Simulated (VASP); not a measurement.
Here is a VASP 6.6.1 calculation.

File INCAR:

```
ALGO = Normal ; EDIFF = 1E-6
EDIFFG = -0.04 ; ENCUT = 600
GGA = PE ; IBRION = 2
ISIF = 3 ; ISMEAR = 0
LASPH = T ; LCHARG = F
LREAL = F ; LWAVE = F
NELM = 80 ; NSW = 90
PREC = Accurate ; SIGMA = 0.1
```

Contents of KPOINTS:

```
k-points
0
Gamma
  12 12 2
```

File POSCAR:

```
NbC2
1.0
    2.2950731300      0.0000000000      0.0000000000
   -1.1475365600      1.9875916300      0.0000000000
    0.0000000000      0.0000000000     12.2200782200
Nb C
1 2
Direct
    0.3333333300      0.6666666700      0.0000000000
    0.6666666700      0.3333333300      0.9079995200
    0.6666666700      0.3333333300      0.0920004800
```

Potentials or basis: VASP PAW PBE potentials, release 64 (Nb_sv, C).

Command:

```sh
$ cat potpaw_PBE.64/Nb_sv/POTCAR potpaw_PBE.64/C/POTCAR > POTCAR
$ mpirun -np 1 vasp_std > vasp.out
```

(1) What does it give for the band gap on the k mesh?

(2) What does it give for the space group after relaxing (to 0.1 Å)?

(3) Estimate the relaxed cell.

## Answers

(1) zero (an odd number of electrons rules out a gap without spin polarisation).

(2) P-6m2 (No. 187).

(3) a = 3.403 Å, b = 3.403 Å, c = 6.627 Å, α = 90.00°, β = 90.00°, γ = 120.00°.
